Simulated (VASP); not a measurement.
Input of a VASP 6.6.1 run:

File INCAR:

```
SYSTEM = Sc3Al
ALGO = Normal
EDIFF = 1E-6
ENCUT = 520
GGA = CA
ISIF = 2
ISMEAR = -1
LASPH = .TRUE.
LCHARG = .TRUE.
LELF = .TRUE.
LREAL = .FALSE.
LVHAR = .TRUE.
LWAVE = .FALSE.
NBANDS = 26
NELM = 80
PREC = Accurate
SIGMA = 0.15
```

File KPOINTS:

```
k-points
0
G
  10 10 10
  0 0 0
```

Contents of POSCAR:

```
Sc3Al
1.0
    4.3205663146      0.0000000000      0.0000000000
    0.0000000000      4.3205663146      0.0000000000
    0.0000000000      0.0000000000      4.3205663146
Sc Al
3 1
Direct
    0.5000000000      0.0000000000      0.5000000000
    0.0000000000      0.5000000000      0.5000000000
    0.5000000000      0.5000000000      0.0000000000
    0.0000000000      0.0000000000      0.0000000000
```

Potentials or basis: VASP PAW LDA potentials, release 64 (Sc_sv, Al).

Command:

```bash
$ cat potpaw_LDA.64/Sc_sv/POTCAR potpaw_LDA.64/Al/POTCAR > POTCAR
$ mpirun -np 1 vasp_std > vasp.out
```

Q: Estimate the band gap on the k mesh.

A: Zero (band 18 reaches 5.22 eV, above the bottom of band 19 at 3.97 eV).

Q: Estimate the pressure.

A: 0.2 GPa.
